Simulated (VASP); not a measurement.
Write the native input for VASP 6.6.1 that does the following.

```yaml
Task: single point
Functional: PBEsol
Potentials_or_basis: VASP PAW PBE potentials, release 64 (Al)
Cutoff: 520 eV
k_mesh: 18 × 18 × 10
Occupations: gaussian, width 0.15 eV
Spin: no spin polarisation
Dipole_correction: no
Further_INCAR_settings: ALGO = Normal; EDIFF = 1e-07; NBANDS = 10
```

The structure of Al lies in POSCAR:

```
Al
1.0
    2.8496988417      0.0000000000      0.0000000000
   -1.4248494208      2.4679115900      0.0000000000
    0.0000000000      0.0000000000      4.9351000000
Al
2
Direct
    0.6666666667      0.3333333333      0.7500000000
    0.3333333333      0.6666666667      0.2500000000
```

One way to write it, as run:

INCAR

```
SYSTEM = Al
  PREC = Accurate
  ENCUT = 520
  EDIFF = 1E-7
  ISMEAR = 0
  SIGMA = 0.15
  LREAL = .FALSE.
  LASPH = .TRUE.
  NELM = 80
  ALGO = Normal
  ISIF = 2
  LWAVE = .FALSE.
  LCHARG = .FALSE.
  GGA = PS
  NBANDS = 10
```

KPOINTS

```
Automatic mesh
0
G
  18 18 10
  0 0 0
```

Potentials or basis: VASP PAW PBE potentials, release 64 (Al).

The run is started by

```sh
$ cat potpaw_PBE.64/Al/POTCAR > POTCAR
$ mpirun -np 1 vasp_std > vasp.out
```

Results of the run:

| Item | Value |
| --- | --- |
| Pressure | -4.0 GPa |
| Band gap on the k mesh | zero (band 3 reaches 11.04 eV, above the bottom of band 4 at 4.39 eV) |

Caveat: the PAW data sets were made with another functional, which shifts forces and pressure a little.

It took 42 s on 1 thread of Intel Xeon 6975P-C, on a shared host, peak memory 0.2 GiB.
